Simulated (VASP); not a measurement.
# InO in VASP: further runs, part 2 of 2

VASP 6.6.1. Earlier steps stand in the parts before.

## (4) Single point, PBEsol+D3(BJ)

This run uses another cell than the first one, of the same volume but with other edges.

INCAR

```
SYSTEM = InO
  ALGO = Normal
  EDIFF = 1E-6
  ENCUT = 520
  GGA = PS
  ISIF = 2
  ISMEAR = 0
  IVDW = 12
  LASPH = .True.
  LCHARG = .True.
  LELF = .True.
  LREAL = .False.
  LVHAR = .True.
  LWAVE = .False.
  NBANDS = 27
  NELM = 100
  PREC = Accurate
  SIGMA = 0.03
```

KPOINTS

```
k-points
0
Gamma
  12 12 4
  0 0 0
```

POSCAR

```
InO
1.0
    3.7202926898      0.0000000000      0.0000000000
   -1.8601463449      3.2218679788      0.0000000000
    0.0000000000      0.0000000000     13.6824700068
In O
2 2
Direct
    0.6666666667      0.3333333333      0.5900210000
    0.6666666667      0.3333333333      0.4099790000
    0.0000000000      0.0000000000      0.6398670000
    0.0000000000      0.0000000000      0.3601330000
```

Command:

```sh
cat potpaw_PBE.64/In_d/POTCAR potpaw_PBE.64/O/POTCAR > POTCAR
mpirun -np 1 vasp_std > vasp.out
```

It took 3.6 min on 1 thread of Intel Xeon Platinum 8488C (Sapphire Rapids), shared host; peak memory 0.4 GiB.

Results (log left out):

```
Free energy                : -20.0731 eV
Largest force              : 3.423 eV/Å
Band gap on the k mesh     : 0.08 eV (least direct gap 0.70 eV)
Dispersion energy per atom : -0.111 eV
```

Forces in eV/Å, atoms in the order of the input:
```
In   0.000  0.000  3.423
In   0.000  0.000 -3.423
O    0.000  0.000 -0.383
O    0.000  0.000  0.383
```

Levels at points of the mesh, in eV from the valence-band top:
| k point | band 15 | band 16 | band 17 | band 18 | band 19 | band 20 | band 21 | band 22 | band 23 | band 24 |
| --- | --- | --- | --- | --- | --- | --- | --- | --- | --- | --- |
| (0.00, 0.00, 0.00) | -1.62 | -1.62 | -1.53 | -1.53 | -0.63 | 0.08 | 3.33 | 6.07 | 6.50 | 7.19 |
| (0.50, 0.00, 0.00) | -2.44 | -2.29 | -2.19 | -1.18 | -0.27 | 2.18 | 3.60 | 5.77 | 6.06 | 6.97 |
| (0.00, 0.00, 0.50) | -1.62 | -1.62 | -1.53 | -1.53 | -0.63 | 0.08 | 3.33 | 5.87 | 6.95 | 7.19 |
| (0.50, 0.00, 0.50) | -2.44 | -2.29 | -2.19 | -1.18 | -0.27 | 2.18 | 3.60 | 5.77 | 6.06 | 6.97 |

Caveat: there is no dipole correction, which matters where the two faces differ; semilocal functionals underestimate gaps, and a narrow one can read as zero; the PAW data sets were made with another functional, which shifts forces and pressure a little; spin-orbit coupling is left out, which moves the levels of the heavy elements.

## (5) Single point, PBEsol+D3(BJ)

This run uses another cell than the first one, of the same volume but with other edges.

INCAR

```
ALGO = Normal ; EDIFF = 1E-7
ENCUT = 520 ; GGA = PS
ISIF = 2 ; ISMEAR = 0
IVDW = 12 ; LASPH = True
LCHARG = False ; LREAL = False
LWAVE = False ; NBANDS = 27
NELM = 80 ; PREC = Accurate
SIGMA = 0.03
```

KPOINTS

```
k-points
0
Gamma
  12 12 4
```

POSCAR

```
InO
1.0
    3.2499750169      0.0000000000      0.0000000000
   -1.6249875085      2.8145609263      0.0000000000
    0.0000000000      0.0000000000     17.9291077610
In O
2 2
Direct
    0.6666666667      0.3333333333      0.5900210000
    0.6666666667      0.3333333333      0.4099790000
    0.0000000000      0.0000000000      0.6398670000
    0.0000000000      0.0000000000      0.3601330000
```

Potentials or basis: VASP PAW PBE potentials, release 64 (In_d, O).

Command:

```sh
cat potpaw_PBE.64/In_d/POTCAR potpaw_PBE.64/O/POTCAR > POTCAR
mpirun -np 1 vasp_std > vasp.out
```

OUTCAR:

```text
EDIFF = 1E-7
   ENCUT = 520
   GGA = PS
   ISIF = 2
   ISMEAR = 0
   IVDW = 12
   LASPH = True
   LREAL = False
   NELM = 80
   PREC = Accurate
 IVDW          = 12

 ion  position               nearest neighbor table
   1  0.667  0.333  0.590-   3 2.08   3 2.08   3 2.08   2 3.23
   2  0.667  0.333  0.410-   4 2.08   4 2.08   4 2.08   1 3.23
   3  0.000  0.000  0.640-   1 2.08   1 2.08   1 2.08
   4  0.000  0.000  0.360-   2 2.08   2 2.08   2 2.08

  LATTYP: Found a hexagonal cell.
[... 920 lines left out ...]
 E8    (eV) :    -0.3719

  FORCE on cell =-STRESS in cart. coord.  units (eV):
  Direction    XX          YY          ZZ          XY          YZ          ZX
  --------------------------------------------------------------------------------------
  -------------------------------------------------------------------------------------
  Total       4.07036     4.07036    -3.75511    -0.00000     0.00000     0.00000
  in kB      39.76438    39.76438   -36.68457    -0.00000     0.00000     0.00000
  external pressure =       14.28 kB  Pullay stress =        0.00 kB

 VOLUME and BASIS-vectors are now :
 -----------------------------------------------------------------------------
  energy-cutoff  :      520.00
  volume of cell :      164.00
      direct lattice vectors                 reciprocal lattice vectors
     3.249975017  0.000000000  0.000000000     0.307694673  0.177647602  0.000000000
    -1.624987509  2.814560926  0.000000000     0.000000000  0.355295205  0.000000000
     0.000000000  0.000000000 17.929107761     0.000000000  0.000000000  0.055775224

 POSITION                                       TOTAL-FORCE (eV/Angst)
 -----------------------------------------------------------------------------------
      1.62499      0.93819     10.57855        -0.000000      0.000000     -1.135752
      1.62499      0.93819      7.35056        -0.000000      0.000000      1.135752
      0.00000      0.00000     11.47224         0.000000     -0.000000     -0.000394
      0.00000      0.00000      6.45686         0.000000     -0.000000      0.000394
 -----------------------------------------------------------------------------------
    total drift:                               -0.000000      0.000000      0.000000

  FREE ENERGIE OF THE ION-ELECTRON SYSTEM (eV)
  ---------------------------------------------------
  free  energy   TOTEN  =       -20.8567711452 eV

  energy  without entropy=      -20.8557239993  energy(sigma->0) =      -20.85624757
```

It took 5.8 min on 1 thread of Intel Xeon Platinum 8259CL at 2.50GHz (Skylake/Cascade Lake), shared host; peak memory 0.39 GiB.

What came out:

- Free energy: -20.8568 eV
- Largest force: 1.136 eV/Å
- Band gap on the k mesh: zero (bands 19 and 20 overlap by 0.44 eV)
- Dispersion energy per atom: -0.134 eV

Forces in eV/Å, atoms in the order of the input:
```
In   0.000  0.000 -1.136
In   0.000  0.000  1.136
O    0.000  0.000  0.000
O    0.000  0.000  0.000
```

Caveat: there is no dipole correction, which matters where the two faces differ; the PAW data sets were made with another functional, which shifts forces and pressure a little; spin-orbit coupling is left out, which moves the levels of the heavy elements.

## (6) Summary

| cell | gap on the mesh (eV) | largest force (eV/Å) |
| --- | --- | --- |
| a = 3.501, b = 3.501, c = 15.451 Å, angles 90.0, 90.0, 120.0°, 4 atoms | 0.40 | 0.42 |
| a = 3.398, b = 3.398, c = 16.402 Å, angles 90.0, 90.0, 120.0°, 4 atoms | 0.17 | 0.42 |
| a = 3.720, b = 3.720, c = 13.682 Å, angles 90.0, 90.0, 120.0°, 4 atoms | 0.08 | 3.42 |
| a = 3.250, b = 3.250, c = 17.929 Å, angles 90.0, 90.0, 120.0°, 4 atoms | none | 1.14 |

Alike in all rows: task single point; level PBEsol+D3(BJ); potentials or basis VASP PAW PBE potentials, release 64 (In_d, O); no spin polarisation; k mesh 12 × 12 × 4; cutoff (eV) 520; smearing gaussian 0.03 eV.

Caveats: there is no dipole correction, which matters where the two faces differ; the PAW data sets were made with another functional, which shifts forces and pressure a little; spin-orbit coupling is left out, which moves the levels of the heavy elements; semilocal functionals underestimate gaps, and a narrow one can read as zero (at least some runs).

Total energies depend on the potentials used, so only differences within one code and one set of settings carry meaning.
